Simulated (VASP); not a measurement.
Input of a VASP 6.6.1 run:

INCAR

```
SYSTEM = Si5Br2
PREC = Accurate
ENCUT = 520
EDIFF = 1E-7
ISMEAR = 0
SIGMA = 0.1
LREAL = .FALSE.
LASPH = .TRUE.
NELM = 60
ALGO = Normal
ISIF = 2
LWAVE = .FALSE.
LCHARG = .FALSE.
GGA = PE
NBANDS = 26
```

Contents of KPOINTS:

```
regular mesh
0
G
  8 8 6
  0 0 0
```

The input POSCAR:

```
Si5Br2
1.0
    5.2144251665      0.0000000000      0.0000000000
    0.0000000000      5.2073971925      0.0000000000
    0.0000000000      0.0000000000      7.9223643990
Si Br
5 2
Direct
    0.0000000000      0.0000000000      0.3530881206
    0.0000000000      0.0000000000      0.6469118794
    0.5000000000      0.5000000000      0.5000000000
    0.0000000000      0.5000000000      0.0000000000
    0.5000000000      0.0000000000      0.0000000000
    0.0000000000      0.5000000000      0.5000000000
    0.0000000000      0.0000000000      0.0000000000
```

Potentials or basis: VASP PAW PBE potentials, release 64 (Si, Br).

Command:

```console
$ cat potpaw_PBE.64/Si/POTCAR potpaw_PBE.64/Br/POTCAR > POTCAR
$ mpirun -np 1 vasp_std > vasp.out
```

Task: What does it give for the band gap on the k mesh?

Result: Zero (band 17 reaches 3.38 eV, above the bottom of band 18 at 2.33 eV).

Task: What does it give for the pressure?

Result: 0.0 GPa.

Forces in eV/Å, atoms in the order of the input:
```
Si   0.000  0.000  0.002
Si   0.000  0.000 -0.002
Si   0.000  0.000  0.000
Si   0.000  0.000  0.000
Si   0.000  0.000  0.000
Br   0.000  0.000  0.000
Br   0.000  0.000  0.000
```
